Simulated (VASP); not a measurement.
# Se (P6/mmm) in VASP: a series of runs, part 2 of 2

VASP 6.6.1. Earlier steps stand in the parts before.

## Step 5: Single point, PBE

This run uses another cell than the first one, of 10.38 Å³/atom, 1.003 times its volume.

The input, INCAR:

```
SYSTEM = Se
PREC = Accurate
ENCUT = 520
EDIFF = 1E-7
ISMEAR = -1
SIGMA = 0.1
LREAL = .FALSE.
LASPH = .TRUE.
NELM = 60
ALGO = Normal
ISIF = 2
LWAVE = .FALSE.
LCHARG = .TRUE.
GGA = PE
LELF = .TRUE.
LVHAR = .TRUE.
NBANDS = 16
```

The input, KPOINTS:

```
regular mesh
0
G
  9 9 13
  0 0 0
```

The input, POSCAR:

```
Se
1.0
    3.9324381525      0.0000000000      0.0000000000
   -1.9662190762      3.4055913389      0.0000000000
    0.0000000000      0.0000000000      2.3254160370
Se
3
Direct
    0.0000000000      0.0000000000      0.0000000000
    0.3333333333      0.6666666667      0.5000000000
    0.6666666667      0.3333333333      0.5000000000
```

Potentials or basis: VASP PAW PBE potentials, release 64 (Se).

On the command line:

```sh
cat potpaw_PBE.64/Se/POTCAR > POTCAR
mpirun -np 1 vasp_std > vasp.out
```

OUTCAR:

```text
SYSTEM = Se
   PREC = Accurate
   ENCUT = 520
   EDIFF = 1E-7
   ISMEAR = -1
   LREAL = .FALSE.
   LASPH = .TRUE.
   NELM = 60
   ISIF = 2
   GGA = PE

 ion  position               nearest neighbor table
   1  0.000  0.000  0.000-   2 2.55   3 2.55   2 2.55   3 2.55   2 2.55   2 2.55   3 2.55   3 2.55
                             3 2.55   3 2.55   2 2.55   2 2.55
   2  0.333  0.667  0.500-   3 2.27   3 2.27   3 2.27   1 2.55   1 2.55   1 2.55   1 2.55   1 2.55
                             1 2.55
   3  0.667  0.333  0.500-   2 2.27   2 2.27   2 2.27   1 2.55   1 2.55   1 2.55   1 2.55   1 2.55
                             1 2.55

  LATTYP: Found a hexagonal cell.
 ALAT       =     3.9324381525
 C/A-ratio  =     0.5913420496

  Lattice vectors:

 A1 = (   3.9324381525,   0.0000000000,   0.0000000000)
 A2 = (  -1.9662190762,   3.4055913389,   0.0000000000)
 A3 = (   0.0000000000,   0.0000000000,   2.3254160370)

Analysis of symmetry for initial positions (statically):
=====================================================================
 Subroutine PRICEL returns:
 Original cell was already a primitive cell.

 Routine SETGRP: Setting up the symmetry group for a
 hexagonal supercell.

 Subroutine GETGRP returns: Found 24 space group operations
 (whereof 24 operations were pure point group operations)
 out of a pool of 24 trial point group operations.

The static configuration has the point symmetry D_6h.

Analysis of symmetry for dynamics (positions and initial velocities):
=====================================================================
 Subroutine PRICEL returns:
 Original cell was already a primitive cell.

 Routine SETGRP: Setting up the symmetry group for a
 hexagonal supercell.

 Subroutine GETGRP returns: Found 24 space group operations
 (whereof 24 operations were pure point group operations)
 out of a pool of 24 trial point group operations.

The dynamic configuration has the point symmetry D_6h.

 Subroutine INISYM returns: Found 24 space group operations
 (whereof 24 operations are pure point group operations),
 and found     1 'primitive' translations

----------------------------------------------------------------------------------------

                                     Primitive cell

  volume of cell :      31.1426

  direct lattice vectors                    reciprocal lattice vectors
     3.932438153  0.000000000  0.000000000     0.254295163  0.146817381  0.000000000
    -1.966219076  3.405591339  0.000000000     0.000000000  0.293634761  0.000000000
     0.000000000  0.000000000  2.325416037     0.000000000  0.000000000  0.430030577

  length of vectors
     3.932438153  3.932438152  2.325416037     0.293634761  0.293634761  0.430030577

  position of ions in fractional coordinates (direct lattice)
     0.000000000  0.000000000  0.000000000
     0.333333333  0.666666667  0.500000000
     0.666666667  0.333333333  0.500000000

  ion indices of the primitive-cell ions
   primitive index   ion index
                 1           1
                 2           2
                 3           3

----------------------------------------------------------------------------------------

 KPOINTS: regular mesh

Automatic generation of k-mesh.
 Grid dimensions read from file:
 generate k-points for:    9    9   13

 Generating k-lattice:

  Cartesian coordinates                     Fractional coordinates (reciprocal lattice)
     0.028255018  0.016313042  0.000000000     0.111111111 -0.000000000  0.000000000
     0.000000000  0.032626085  0.000000000     0.000000000  0.111111111  0.000000000
     0.000000000  0.000000000  0.033079275     0.000000000  0.000000000  0.076923077

  Length of vectors
     0.032626085  0.032626085  0.033079275

  Shift w.r.t. Gamma in fractional coordinates (k-lattice)
     0.000000000  0.000000000  0.000000000

 Subroutine IBZKPT returns following result:
 ===========================================

 Found     84 irreducible k-points:

 Following reciprocal coordinates:
            Coordinates               Weight
  0.000000  0.000000  0.000000      1.000000
  0.111111  0.000000  0.000000      6.000000
  0.222222  0.000000  0.000000      6.000000
  0.333333  0.000000  0.000000      6.000000
  0.444444  0.000000  0.000000      6.000000
  0.111111  0.111111  0.000000      6.000000
[... 16 lines left out ...]
  0.333333  0.222222  0.076923     24.000000
  0.333333  0.333333  0.076923      4.000000
 [... further k-points ...]
   k-points           NKPTS =     84   k-points in BZ     NKDIM =     84   number of bands    NBANDS=     16
   number of dos      NEDOS =    301   number of ions     NIONS =      3
   total plane-waves  NPLWV =  16200
   dimension x,y,z NGX =    30 NGY =   30 NGZ =   18
   dimension x,y,z NGXF=    60 NGYF=   60 NGZF=   36
   ions per type =               3
   NGX,Y,Z   is equivalent  to a cutoff of  12.68, 12.68, 12.87 a.u.
   NGXF,Y,Z  is equivalent  to a cutoff of  25.37, 25.37, 25.74 a.u.
 SYSTEM =  Se
   PREC   = accura    normal or accurate (medium, high low for compatibility)
   ISTART =      0    job   : 0-new  1-cont  2-samecut
   ICHARG =      2    charge: 1-file 2-atom 10-const
   ISPIN  =      1    spin polarized calculation?
   LNONCOLLINEAR =      F non collinear calculations
   LSORBIT =      F    spin-orbit coupling
   LASPH  =      T    aspherical Exc in radial PAW
   ENCUT  =  520.0 eV  38.22 Ry    6.18 a.u.   7.31  7.31  4.32*2*pi/ulx,y,z
   NELM   =     60;   NELMIN=  2; NELMDL= -5     # of ELM steps
   EDIFF  = 0.1E-06   stopping-criterion for ELM
   LREAL  =      F    real-space projection
   EDIFFG = 0.1E-05   stopping-criterion for IOM
   NSW    =      0    number of steps for IOM
   IBRION =     -1    ionic relax: 0-MD 1-quasi-New 2-CG
   NFREE  =      0    steps in history (QN), initial steepest desc. (CG)
   ISIF   =      2    stress and relaxation
   ISYM   =      2    0-nonsym 1-usesym 2-fastsym
   POTIM  = 0.5000    time-step for ionic-motion
   TEBEG  =    0.0;   TEEND  =   0.0 temperature during run
   PSTRESS=    0.0 pullay stress
   NELECT =      18.0000    total number of electrons
   NUPDOWN=      -1.0000    fix difference up-down
   EMIN   =  10.00;   EMAX   =-10.00  energy-range for DOS
   EFERMI =   0.00;   METHOD = LEGACY
   ISMEAR =    -1;   SIGMA  =   0.10  broadening in eV -4-tet -1-fermi 0-gaus
   EFERMI_NEDOS =   21; number of points for ismear=-14 and -15
   IALGO  =     38    algorithm
   IMIX   =      4    mixing-type and parameters
     AMIX     =   0.40;   BMIX     =  1.00
     AMIX_MAG =   1.60;   BMIX_MAG =  1.00
  volume/ion in A,a.u.               =      10.38        70.05
  Fermi-wavevector in a.u.,A,eV,Ry     =   1.363685  2.576990 25.301883  1.859636
  Thomas-Fermi vector in A             =   2.490066
   LORBIT       =      0    0 simple, 1 ext, 2 COOP (PROOUT), +10 PAW based schemes
   GGA     = PE    functional components
   LHFCALC =     F    Hartree Fock is set to
   AEXX    =    0.0000 exact exchange contribution
   IVDW    =     0    specifies the selected vdW correction
   LEPSILON=     F    determine dielectric tensor
   LRPA    =     F    only Hartree local field effects (RPA)
 non-spin polarized calculation
  energy-cutoff  :      520.00
  volume of cell :       31.14
 maximum number of plane-waves:       867
 NGX is ok and might be reduce to    30
   NGX = 15   NGY = 15   NGZ =  9

 number of electron      18.0000000 magnetization

 Free energy of the ion-electron system (eV)
  ---------------------------------------------------
  ext. energy  EPLUGINS =         0.00000000
  ---------------------------------------------------
  free energy    TOTEN  =         2.97138092 eV

  energy without entropy =        3.01500894  energy(sigma->0) =        2.99319493

 E-fermi :  16.7686     XC(G=0): -13.8948

 val. band max:       16.7630838395   @ k =   0.3333   0.2222   0.1538
 cond. band min:      16.7711032573   @ k =   0.1111   0.0000   0.3846
 fundamental gap:      0.0080194178
 Fermi energy:        16.7686358889

 k-point     1 :       0.0000    0.0000    0.0000
  band No.  band energies     occupation
      1      -8.5243      2.00000
      2       2.5159      2.00000
      3       2.5568      2.00000
      4       5.3907      2.00000
      5       5.3907      2.00000
      6       5.9232      2.00000
[... 433 lines left out ...]
      3      -3.8045      2.00000
      4       8.6163      2.00000
      5       9.1913      2.00000
      6       9.1913      2.00000
[... 8 lines left out ...]
     15      24.7783      0.00000
     16      28.5913      0.00000

 [... further k-points ...]

------------------------ aborting loop because EDIFF is reached ----------------------------------------

  FORCE on cell =-STRESS in cart. coord.  units (eV):
  Direction    XX          YY          ZZ          XY          YZ          ZX
  --------------------------------------------------------------------------------------
  -------------------------------------------------------------------------------------
  Total       43.3582745     43.3582745     43.3636713      0.0000000      0.0000000      0.0000000
  in kB     2230.6296797   2230.6296797   2230.9073253      0.0000000      0.0000000      0.0000000
  external PRESSURE =    2230.7222282 kB  Pullay stress =       0.0000000 kB

 VOLUME and BASIS-vectors are now :
 -----------------------------------------------------------------------------
  energy-cutoff  :      520.00
  volume of cell :       31.14
      direct lattice vectors                 reciprocal lattice vectors
     3.932438153  0.000000000  0.000000000     0.254295163  0.146817381  0.000000000
    -1.966219076  3.405591339  0.000000000     0.000000000  0.293634761  0.000000000
     0.000000000  0.000000000  2.325416037     0.000000000  0.000000000  0.430030577

 POSITION                                       TOTAL-FORCE (eV/Angst)
 -----------------------------------------------------------------------------------
      0.00000      0.00000      0.00000         0.000000      0.000000      0.000000
     -0.00000      2.27039      1.16271         0.000000      0.000000      0.000000
      1.96622      1.13520      1.16271        -0.000000      0.000000      0.000000
 -----------------------------------------------------------------------------------
    total drift:                               -0.000000      0.000000      0.000000

  FREE ENERGIE OF THE ION-ELECTRON SYSTEM (eV)
  ---------------------------------------------------
  free  energy   TOTEN  =         2.9713809198 eV

  energy  without entropy=        3.0150089385  energy(sigma->0) =        2.99319493
```

Wall time 35 s (1 thread of Intel Xeon 6975P-C (Granite Rapids), shared host); peak memory 0.16 GiB.

What came out:

```
Free energy            : 2.9714 eV
Pressure               : 223.1 GPa
Band gap on the k mesh : zero (band 9 reaches 24.31 eV, above the bottom of band 10 at 11.75 eV)
```

## Step 6: Overview

| task | cell | cutoff (eV) | gap on the mesh (eV) | pressure (GPa) |
| --- | --- | --- | --- | --- |
| relaxation of cell and atoms | relaxed to 220 GPa from a = 3.867, b = 3.867, c = 2.397 Å, angles 90.0, 90.0, 120.0°, 3 atoms | 600 | none | 220.0 |
| relaxation of cell and atoms | relaxed to 220 GPa from a = 3.932, b = 3.932, c = 2.325 Å, angles 90.0, 90.0, 120.0°, 3 atoms | 600 | none | 220.0 |
| single point | a = 3.932, b = 3.932, c = 2.325 Å, angles 90.0, 90.0, 120.0°, 3 atoms | 520 | none | 223.1 |

Alike in all rows: level PBE; potentials or basis VASP PAW PBE potentials, release 64 (Se); no spin polarisation; k mesh 9 × 9 × 13; smearing fermi-dirac 0.1 eV.

Caveats: the cell is relaxed towards a set pressure, so the enthalpy falls and the energy may rise (some runs).

Total energies depend on the potentials used, so only differences within one code and one set of settings carry meaning.
